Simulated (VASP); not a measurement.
Here is a VASP 6.6.1 calculation.

Contents of INCAR:

```
SYSTEM = Mg
PREC = Accurate
ENCUT = 600
EDIFF = 1E-7
ISMEAR = 0
SIGMA = 0.1
LREAL = .FALSE.
LASPH = .TRUE.
NELM = 100
ALGO = Normal
ISIF = 3
LWAVE = .FALSE.
LCHARG = .FALSE.
GGA = PE
IVDW = 12
IBRION = 2
NSW = 70
EDIFFG = -0.005
```

File KPOINTS:

```
Automatic mesh
0
G
  15 15 4
  0 0 0
```

File POSCAR:

```
Mg
1.0
    3.2102761295      0.0000000000      0.0000000000
   -1.6051380647      2.7801806813      0.0000000000
    0.0000000000      0.0000000000     10.3191049828
Mg
4
Direct
    0.0000000000      0.0000000000      0.0000000000
    0.3333333333      0.6666666667      0.2500000000
    0.0000000000      0.0000000000      0.5000000000
    0.6666666667      0.3333333333      0.7500000000
```

Potentials or basis: VASP PAW PBE potentials, release 64 (Mg).

Launch:

```sh
$ cat potpaw_PBE.64/Mg/POTCAR > POTCAR
$ mpirun -np 1 vasp_std > vasp.out
```

Question: Estimate the relaxed volume.

Answer: 21.71 Å³/atom.

Question: What does it give for the dispersion energy per atom?

Answer: -0.300 eV.

Question: Estimate the relaxed cell.

Answer: a = 3.148 Å, b = 3.148 Å, c = 10.119 Å, α = 90.00°, β = 90.00°, γ = 120.00°.

Question: What does it give for the space group after relaxing (to 0.1 Å)?

Answer: P6_3/mmc (No. 194).

Final structure:
```
Mg
1.0
     3.14770    0.00000    0.00000
    -1.57385    2.72599    0.00000
     0.00000    0.00000   10.11941
Mg
4
Direct
  0.00000 0.00000 0.00000
  0.33333 0.66667 0.25000
  0.00000 0.00000 0.50000
  0.66667 0.33333 0.75000
```
